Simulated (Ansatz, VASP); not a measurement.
NaI: VASP beside Ansatz

```xyz
2
Lattice="-0.1179 3.2087 3.2087 3.2087 -0.1179 3.2087 3.2087 3.2087 -0.1179" Properties=species:S:1:pos:R:3 pbc="T T T"
Na    0.0000    0.0000    0.0000
I     3.1497    3.1497    3.1497
```

Change from the starting cell: epitaxial_111 strain +3.0%.

Alike in both runs: task single point; functional r2SCAN; k mesh 8 × 8 × 8; no spin polarisation.

```csv
,VASP,Ansatz
version,VASP 6.6.1,Ansatz 0.2.0
potentials or method,"VASP PAW PBE potentials, release 64 (Na_pv, I)","plane waves, PAW"
plane-wave cutoff (eV),520,500
occupations,"gaussian, width 0.01 eV",fixed
valence electrons in the cell,14,26
```

```tsv
	VASP	Ansatz	Ansatz less VASP
gap on the k mesh at the Fermi level (eV)	4.19	4.18	-0.010
pressure (GPa)	-0.6	-0.5	+0.08
traceless stress, the component that is largest in VASP (GPa)	0.28	0.27	-0.010
```

VASP's potentials were made for PBE, not for r2SCAN. VASP's potentials hold 14 valence electrons a cell and Ansatz's 26, so a difference there can come from the potentials and not from the codes.

Neither program's run includes spin-orbit coupling.
